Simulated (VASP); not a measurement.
Crystal: ZrIn2Te2.

```xyz
5
Lattice="4.8368 0.0000 0.0000 -2.4184 4.1888 0.0000 0.0000 0.0000 7.4854" Properties=species:S:1:pos:R:3 pbc="T T T"
Zr    2.4184    1.3963    0.0000
In    2.4184    1.3963    5.5491
In    2.4184    1.3963    1.9363
Te    2.4184    1.3963    3.7427
Te    0.0000    0.0000    3.7427
```

```yaml
Program: VASP 6.6.1
Task: relaxation of cell and atoms
Functional: PBE
Potentials_or_basis: VASP PAW PBE potentials, release 64 (Zr_sv, In_d, Te)
Cutoff: 600 eV
k_mesh: 4 × 4 × 2
Occupations: gaussian, width 0.2 eV
Spin: no spin polarisation
```

At the start: pressure 104.9 GPa; volume 30.33 Å³/atom.

**Question.** How do energy, volume and symmetry change on relaxing?

**Answer.** Over 23 steps the energy falls by 7982.7 meV/atom and the volume is 51.77 Å³/atom (+70.7 %); space group P-6m2 (No. 187, to 0.05 Å).

The path:
| step | energy change (eV) | largest force (eV/Å) | pressure (GPa) | volume (Å³) |
| --- | --- | --- | --- | --- |
| 1 | 0.0000 | 19.8122 | 104.89 | 151.66 |
| 2 | 71.6093 | 3.9860 | -34.11 | 669.22 |
| 3 | -29.7437 | 2.7814 | -11.05 | 393.35 |
| 4 | -35.0059 | 4.4434 | -2.06 | 342.06 |
| 5 | -35.2766 | 5.0371 | -0.38 | 332.51 |
| 6 | -35.3252 | 5.3176 | 0.29 | 328.65 |
| 7 | -36.1711 | 0.9273 | -4.70 | 333.83 |
| 8 | -36.2358 | 1.5413 | -3.70 | 332.64 |
| 9 | -37.1980 | 1.5877 | -2.09 | 311.68 |
| 10 | -38.5264 | 2.0184 | 2.26 | 253.28 |
| 11 | -38.7092 | 2.1910 | 4.37 | 227.91 |
| 12 | -37.4770 | 1.3006 | 14.45 | 181.36 |
| 13 | -38.4880 | 2.6986 | 5.61 | 221.31 |
| 14 | -39.2658 | 1.1376 | 3.88 | 221.22 |
| 15 | -39.5153 | 0.0801 | 3.37 | 221.06 |
| 16 | -39.7538 | 0.1162 | 1.68 | 234.38 |
| 17 | -39.8595 | 0.2878 | 0.33 | 249.69 |
| 18 | -39.8653 | 0.3233 | 0.06 | 253.89 |
| 19 | -39.8654 | 0.3332 | -0.01 | 255.03 |
| 20 | -39.8801 | 0.3284 | 0.06 | 254.66 |
| 21 | -39.8990 | 0.2817 | 0.33 | 253.45 |
| 22 | -39.9107 | 0.1393 | 0.13 | 256.32 |
| 23 | -39.9136 | 0.0188 | -0.04 | 258.87 |

Final structure:
```
Zr In Te
1.0
     5.04173    0.00000    0.00000
    -2.52087    4.36627    0.00000
     0.00000    0.00000   11.75960
Zr In Te
1 2 2
Direct
  0.66667 0.33333 0.00000
  0.66667 0.33333 0.75372
  0.66667 0.33333 0.24628
  0.66667 0.33333 0.50000
  0.00000 0.00000 0.50000
```

Caveat: the k points lie up to 0.36 Å⁻¹ apart in the final cell; the volume moved by over 15 % at a fixed basis, so the end points are rough; the relaxation stopped at a loose force limit of 0.08 eV/Å, so its end isn't a converged minimum.
